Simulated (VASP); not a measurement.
# CdRe5Br: single point with PBE

CdRe5Br:

```
Cd Re Br
1.0
     4.13453    0.00000    0.00000
     0.00000    4.13453    0.00000
     0.00000    0.00000    6.71690
Cd Re Br
1 5 1
Direct
  0.50000 0.50000 0.00000
  0.00000 0.50000 0.28489
  0.00000 0.50000 0.71511
  0.50000 0.00000 0.28489
  0.50000 0.00000 0.71511
  0.00000 0.00000 0.00000
  0.00000 0.00000 0.50000
```

```json
{
 "Program": "VASP 6.6.1",
 "Task": "single point",
 "Functional": "PBE",
 "Potentials or basis": "VASP PAW PBE potentials, release 64 (Cd, Re, Br)",
 "Cutoff": "520 eV",
 "k mesh": "4 × 4 × 4",
 "Occupations": "gaussian, width 0.1 eV",
 "Spin": "no spin polarisation",
 "Dipole correction": "no",
 "Further INCAR settings": "ALGO = Normal; EDIFF = 1e-06; NBANDS = 36"
}
```

```
Pressure               : 0.6 GPa
Largest force          : 0.018 eV/Å
Band gap on the k mesh : zero (band 27 reaches 7.70 eV, above the bottom of band 28 at 6.28 eV)
```

Forces in eV/Å, atoms in the order of the input:
```
Cd   0.000  0.000  0.000
Re   0.000  0.000 -0.018
Re   0.000  0.000  0.018
Re   0.000  0.000 -0.018
Re   0.000  0.000  0.018
Re   0.000  0.000  0.000
Br   0.000  0.000  0.000
```

Stress tensor (GPa, compression positive):
```
0.66 0.00 0.00
0.00 0.66 0.00
0.00 0.00 0.51
```

Levels at points of the mesh, in eV from the Fermi level:
| k point | band 23 | band 24 | band 25 | band 26 | band 27 | band 28 | band 29 | band 30 | band 31 | band 32 |
| --- | --- | --- | --- | --- | --- | --- | --- | --- | --- | --- |
| (0.00, 0.00, 0.00) | -0.09 | 0.06 | 0.06 | 0.38 | 0.59 | 0.59 | 1.26 | 1.27 | 1.30 | 1.30 |
| (0.50, 0.00, 0.00) | -1.57 | -1.40 | -1.15 | -1.01 | -0.37 | -0.05 | 0.31 | 0.55 | 0.58 | 1.02 |
| (0.50, 0.50, 0.00) | -1.43 | -0.43 | -0.38 | -0.38 | 0.12 | 0.12 | 0.34 | 0.68 | 0.97 | 1.23 |
| (0.00, 0.00, 0.50) | -1.11 | -0.64 | -0.64 | 0.02 | 0.21 | 0.21 | 1.20 | 1.43 | 2.53 | 2.63 |
| (0.50, 0.00, 0.50) | -1.33 | -1.21 | -0.93 | -0.93 | -0.87 | -0.48 | -0.38 | -0.08 | 0.28 | 0.58 |
| (0.50, 0.50, 0.50) | -1.19 | -1.08 | -1.08 | -1.04 | -0.76 | -0.76 | -0.04 | 0.23 | 0.53 | 1.35 |

It took 68 s on 1 thread of Intel(R) Xeon(R) Platinum 8488C (Sapphire Rapids) (shared host), peak memory 0.25 GiB.

Caveat: the k points lie up to 0.38 Å⁻¹ apart; spin-orbit coupling is left out, which moves the levels of the heavy elements.
